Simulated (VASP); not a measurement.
The system is CdSe.

```
Cd Se
1.0
     0.00000    3.01822    3.01822
     3.01822    0.00000    3.01822
     3.01822    3.01822    0.00000
Cd Se
1 1
Direct
  0.00000 0.00000 0.00000
  0.25000 0.25000 0.25000
```

| Property | Result |
| --- | --- |
| Program | VASP 6.6.1 |
| Task | relaxation of cell and atoms |
| Functional | r2SCAN |
| Potentials or basis | VASP PAW PBE potentials, release 64 (Cd, Se) |
| Cutoff | 410 eV |
| k mesh | 5 × 5 × 5 |
| Occupations | gaussian, width 0.03 eV |
| Spin | non-collinear spin, zero start, spin-orbit coupling |
| Starting moments | [[0.0, 0.0, 0.0], [0.0, 0.0, 0.0]] μB |

At the start: pressure 2.7 GPa; volume 27.50 Å³/atom.

**Question.** How do energy, volume and symmetry change on relaxing?

**Answer.** Over 5 steps the energy falls by 13.4 meV/atom and the volume is 28.81 Å³/atom (+4.8 %); space group F-43m (No. 216, to 0.1 Å) before and after; moment 0.00 μB per cell.

Step by step:
| step | energy change (eV) | largest force (eV/Å) | pressure (GPa) | volume (Å³) |
| --- | --- | --- | --- | --- |
| 1 | 0.0000 | 0.0000 | 2.73 | 54.99 |
| 2 | -0.0161 | 0.0000 | -1.15 | 58.80 |
| 3 | -0.0207 | 0.0000 | 0.01 | 57.53 |
| 4 | -0.0267 | 0.0000 | 0.06 | 57.53 |
| 5 | -0.0267 | 0.0000 | -0.03 | 57.62 |

Final structure:
```cif
data_structure
_symmetry_space_group_name_H-M 'P 1'
_symmetry_Int_Tables_number 1
_cell_length_a 4.3355
_cell_length_b 4.3355
_cell_length_c 4.3355
_cell_angle_alpha 60.000
_cell_angle_beta 60.000
_cell_angle_gamma 60.000
_cell_volume 57.62
loop_
_atom_site_label
_atom_site_type_symbol
_atom_site_fract_x
_atom_site_fract_y
_atom_site_fract_z
_atom_site_occupancy
Cd1 Cd 0.00000 0.00000 0.00000 1
Se1 Se 0.25000 0.25000 0.25000 1
```

Where two steps share one volume, the run began anew on that cell with a basis built for it.

Caveat: the k points lie up to 0.35 Å⁻¹ apart in the final cell; the PAW data sets were made with another functional, which shifts forces and pressure a little.
